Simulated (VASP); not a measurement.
Write the native input for VASP 6.6.1 that does the following.

```
Task                   : relaxation of the atoms
Functional             : LDA
Potentials or basis    : VASP PAW LDA potentials, release 64 (Ca_sv, O)
Cutoff                 : 520 eV
k mesh                 : 8 × 8 × 8
Occupations            : gaussian, width 0.01 eV
Spin                   : no spin polarisation
Dipole correction      : no
Further INCAR settings : ALGO = Normal; EDIFF = 1e-07; IBRION = 2; EDIFFG = -0.002; NSW = 50
```

The structure of CaO lies in POSCAR:

```
CaO
1.0
   -0.0117697490      2.3480649364      2.3480649364
    2.3480649364     -0.0117697490      2.3480649364
    2.3480649364      2.3480649364     -0.0117697490
Ca O
1 1
Direct
    0.0000000000      0.0000000000      0.0000000000
    0.5000000000      0.5000000000      0.5000000000
```

This cell differs from its parent crystal: equal xy, yz and zx engineering shears of -0.5 %.

These files were run (other wordings do the same):

INCAR

```
  PREC = Accurate
  ENCUT = 520
  EDIFF = 1E-7
  ISMEAR = 0
  SIGMA = 0.01
  LREAL = F
  LASPH = T
  NELM = 100
  ALGO = Normal
  ISIF = 2
  LWAVE = F
  LCHARG = F
  GGA = CA
  IBRION = 2
  NSW = 50
  EDIFFG = -0.002
```

KPOINTS

```
Automatic mesh
0
Gamma
  8 8 8
```

Potentials or basis: VASP PAW LDA potentials, release 64 (Ca_sv, O).

Run with:

```bash
$ cat potpaw_LDA.64/Ca_sv/POTCAR potpaw_LDA.64/O/POTCAR > POTCAR
$ mpirun -np 1 vasp_std > vasp.out
```

It gave:

- Pressure after relaxing: 1.0 GPa
- Band gap on the k mesh: 3.40 eV, indirect (least direct gap 3.76 eV)

Caveat: the cell differs from its parent crystal (equal xy, yz and zx engineering shears of -0.5 %); the relaxation stopped at its first step, so nothing moved.

Wall time 10 s on 1 thread of Intel(R) Xeon(R) 6975P-C (Granite Rapids), on a shared host, peak memory 0.16 GiB.
